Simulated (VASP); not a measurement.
Set up this calculation in VASP 6.6.1, as the native input.

- Task: single point
- Functional: RPBE
- Potentials or basis: VASP PAW PBE potentials, release 64 (Pt)
- Cutoff: 520 eV
- k mesh: 18 × 18 × 18
- Occupations: gaussian, width 0.1 eV
- Spin: no spin polarisation
- Dipole correction: no
- Further INCAR settings: ALGO = Normal; EDIFF = 1e-06; NBANDS = 11

The structure of Pt lies in POSCAR:

```
Pt
1.0
    0.0000000000      1.9964319111      1.9964319111
    1.9964319111      0.0000000000      1.9964319111
    1.9964319111      1.9964319111      0.0000000000
Pt
1
Direct
    0.0000000000      0.0000000000      0.0000000000
```

The input as run:

INCAR

```
ALGO = Normal ; EDIFF = 1E-6
ENCUT = 520 ; GGA = RP
ISIF = 2 ; ISMEAR = 0
LASPH = True ; LCHARG = True
LELF = True ; LREAL = False
LVHAR = True ; LWAVE = False
NBANDS = 11 ; NELM = 100
PREC = Accurate ; SIGMA = 0.1
```

KPOINTS

```
k-points
0
Gamma
  18 18 18
```

Potentials or basis: VASP PAW PBE potentials, release 64 (Pt).

Run with:

```sh
$ cat potpaw_PBE.64/Pt/POTCAR > POTCAR
$ mpirun -np 1 vasp_std > vasp.out
```

It gave:

```
Pressure               : -0.5 GPa
Band gap on the k mesh : zero (band 5 reaches 10.78 eV, above the bottom of band 6 at 8.75 eV)
```

Caveat: the PAW data sets were made with another functional, which shifts forces and pressure a little; spin-orbit coupling is left out, which moves the levels of the heavy elements.

It took 19 s on 1 thread of Intel(R) Xeon(R) Platinum 8259CL CPU @ 2.50GHz (Skylake/Cascade Lake), with other jobs on the host, peak memory 0.16 GiB.
